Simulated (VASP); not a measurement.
Wanted: the native input for a VASP 6.6.1 run.

```yaml
Task: single point
Functional: PBE
Potentials_or_basis: VASP PAW PBE potentials, release 64 (W_sv)
Cutoff: 520 eV
k_mesh: 26 × 26 × 26
Occupations: gaussian, width 0.15 eV
Spin: no spin polarisation
Dipole_correction: no
Further_INCAR_settings: ALGO = Fast; EDIFF = 1e-06; NBANDS = 13
```

The structure of W lies in POSCAR:

```
W
1.0
   -1.5440259427      1.5440259427      1.5917793224
    1.5440259427     -1.5440259427      1.5917793224
    1.5440259427      1.5440259427     -1.5917793224
W
1
Direct
    0.0000000000      0.0000000000      0.0000000000
```

This cell differs from its parent crystal: strain -0.030 along x and y, +0.000 along z.

The input as run:

INCAR

```
  PREC = Accurate
  ENCUT = 520
  EDIFF = 1E-6
  ISMEAR = 0
  SIGMA = 0.15
  LREAL = False
  LASPH = True
  NELM = 80
  ALGO = Fast
  ISIF = 2
  LWAVE = False
  LCHARG = False
  GGA = PE
  NBANDS = 13
```

KPOINTS

```
Automatic mesh
0
Gamma
  26 26 26
```

Potentials or basis: VASP PAW PBE potentials, release 64 (W_sv).

Command:

```sh
$ cat potpaw_PBE.64/W_sv/POTCAR > POTCAR
$ mpirun -np 1 vasp_std > vasp.out
```

It gave:

The pressure is 22.0 GPa and the band gap on the k mesh is zero (bands 7 and 8 overlap by 6.50 eV).

Caveat: the cell differs from its parent crystal (strain -0.030 along x and y, +0.000 along z); the cell stands under pressure; spin-orbit coupling is left out, which moves the levels of the heavy elements.

It took 85 s on 1 thread of Intel(R) Xeon(R) 6975P-C (Granite Rapids), on a shared host, peak memory 0.34 GiB.
